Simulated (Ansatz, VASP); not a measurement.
**Cu: VASP beside Ansatz**

```
Cu
1.0
     0.00000    1.94350    1.66539
     1.94350    0.00000    1.66539
     1.94350    1.94350    0.00000
Cu
1
Direct
  0.00000 0.00000 0.00000
```

Alike in both runs: task single point; functional PBE; k mesh 24 × 24 × 24; occupations gaussian, width 0.15 eV; no spin polarisation.

```csv
,VASP,Ansatz
version,VASP 6.6.1,Ansatz 0.2.0
potentials or method,"VASP PAW PBE potentials, release 64 (Cu), cutoff 520 eV","scalar-relativistic, plane waves, PAW"
valence electrons in the cell,11,19
```

```tsv
	VASP	Ansatz	Ansatz less VASP
gap on the k mesh at the Fermi level (eV)	none	none	-
pressure (GPa)	-5.3	-6.0	-0.71
traceless stress, the component that is largest in VASP (GPa)	1.96	1.99	+0.031
```

A gap of «none» marks a metal or a gap that the smearing closes. VASP's potentials hold 11 valence electrons a cell and Ansatz's 19, so a difference there can come from the potentials and not from the codes.
